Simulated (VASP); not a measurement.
Input of a VASP 6.6.1 run:

File INCAR:

```
ALGO     = Normal         # electronic algorithm
EDIFF    = 1E-7           # SCF threshold, eV
ENCUT    = 520            # plane-wave cutoff, eV
GGA      = CA             # functional
ISIF     = 2              # what is computed and relaxed
ISMEAR   = 0              # smearing method
ISPIN    = 2              # spin polarisation
LASPH    = True           # aspherical terms in the spheres
LCHARG   = False          # write CHGCAR
LMAXMIX  = 6              # l up to which the mixer works
LORBIT   = 11             # projections on sites
LREAL    = False          # projectors in reciprocal space
LWAVE    = False          # write WAVECAR
MAGMOM   = 7              # initial moments
NBANDS   = 19             # bands
NELM     = 150            # most SCF steps
PREC     = Accurate       # precision mode
SIGMA    = 0.05           # smearing width, eV
```

Contents of KPOINTS:

```
k-points
0
Gamma
  8 8 8
```

POSCAR

```
Gd
1.0
    0.0000000000      2.4261300348      2.4261300348
    2.4261300348      0.0000000000      2.4261300348
    2.4261300348      2.4261300348      0.0000000000
Gd
1
Direct
    0.0000000000      0.0000000000      0.0000000000
```

Potentials or basis: VASP PAW PBE potentials, release 64 (Gd).

The run is started by

```console
$ cat potpaw_PBE.64/Gd/POTCAR > POTCAR
$ mpirun -np 1 vasp_std > vasp.out
```

Problem. What does it give for the net moment?

Solution. 7.28 μB per cell.

Problem. Estimate the site moments.

Solution. Gd +6.87 μB.

 The state reached can hang on the start; a lower one may exist.
